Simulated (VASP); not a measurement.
Wanted: the native input for a VASP 6.6.1 run.

- Task: single point
- Functional: PBEsol
- Potentials or basis: VASP PAW PBE potentials, release 64 (Ta_pv, As)
- Cutoff: 500 eV
- k mesh: 6 × 6 × 6
- Occupations: gaussian, width 0.1 eV
- Spin: no spin polarisation
- Dipole correction: no
- Further INCAR settings: ALGO = Normal; EDIFF = 1e-06; NBANDS = 15

The structure of TaAs lies in POSCAR:

```
TaAs
1.0
    0.0000000000      2.4720762307      2.4720762307
    2.4720762307      0.0000000000      2.4720762307
    2.4720762307      2.4720762307      0.0000000000
Ta As
1 1
Direct
    0.5000000000      0.5000000000      0.5000000000
    0.0000000000      0.0000000000      0.0000000000
```

One way to write it, as run:

INCAR

```
ALGO = Normal
EDIFF = 1E-6
ENCUT = 500
GGA = PS
GGA_COMPAT = F
ISIF = 2
ISMEAR = 0
LASPH = T
LCHARG = F
LREAL = F
LWAVE = F
NBANDS = 15
NELM = 120
PREC = Accurate
SIGMA = 0.1
```

KPOINTS

```
k-points
0
Gamma
  6 6 6
```

Potentials or basis: VASP PAW PBE potentials, release 64 (Ta_pv, As).

The run is started by

```console
$ cat potpaw_PBE.64/Ta_pv/POTCAR potpaw_PBE.64/As/POTCAR > POTCAR
$ mpirun -np 1 vasp_std > vasp.out
```

Results of the run:

| Quantity | Value |
| --- | --- |
| Pressure | 39.2 GPa |
| Band gap on the k mesh | zero (band 8 reaches 10.13 eV, above the bottom of band 9 at 7.63 eV) |

Caveat: the k points lie up to 0.37 Å⁻¹ apart; the PAW data sets were made with another functional, which shifts forces and pressure a little; spin-orbit coupling is left out, which moves the levels of the heavy elements.

It took 14 s on 1 thread of Intel(R) Xeon(R) Platinum 8259CL CPU @ 2.50GHz (Skylake/Cascade Lake), on a shared host, peak memory 0.16 GiB.
